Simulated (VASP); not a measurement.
Input of a VASP 6.6.1 run:

INCAR

```
PREC     = Accurate       # precision mode
ENCUT    = 520            # plane-wave cutoff, eV
EDIFF    = 1E-6           # SCF threshold, eV
ISMEAR   = -1             # smearing method
SIGMA    = 0.05           # smearing width, eV
LREAL    = False          # projectors in reciprocal space
LASPH    = True           # aspherical terms in the spheres
NELM     = 60             # most SCF steps
ALGO     = Normal         # electronic algorithm
ISIF     = 2              # what is computed and relaxed
LWAVE    = False          # write WAVECAR
LCHARG   = False          # write CHGCAR
GGA      = PS             # functional
NBANDS   = 36             # bands
```

The input KPOINTS:

```
Automatic mesh
0
Gamma
  14 10 1
```

The input POSCAR:

```
Ag
1.0
    2.8669039270      0.0000000000      0.0000000000
    0.0000000000      4.0544144156      0.0000000000
    0.0000000000      0.0000000000     21.7338000000
Ag
5
Direct
    0.0000000000      0.0000000000      0.3715776552
    0.5000000000      0.5000000000      0.4323168633
    0.0000000000      0.0000000000      0.4999999999
    0.5000000000      0.5000000000      0.5676831369
    0.0000000000      0.0000000000      0.6284223446
```

Potentials or basis: VASP PAW PBE potentials, release 64 (Ag).

The run is started by

```console
$ cat potpaw_PBE.64/Ag/POTCAR > POTCAR
$ mpirun -np 1 vasp_std > vasp.out
```

Problem. Estimate the largest force.

Solution. 0.010 eV/Å.

Problem. Estimate the band gap on the k mesh.

Solution. Zero (an odd number of electrons rules out a gap without spin polarisation).

Forces on the atoms (eV/Å):
```
Ag   0.000  0.000  0.010
Ag   0.000  0.000  0.000
Ag   0.000  0.000  0.000
Ag   0.000  0.000  0.000
Ag   0.000  0.000 -0.010
```

Caveat: there is no dipole correction, which matters where the two faces differ; the PAW data sets were made with another functional, which shifts forces and pressure a little.
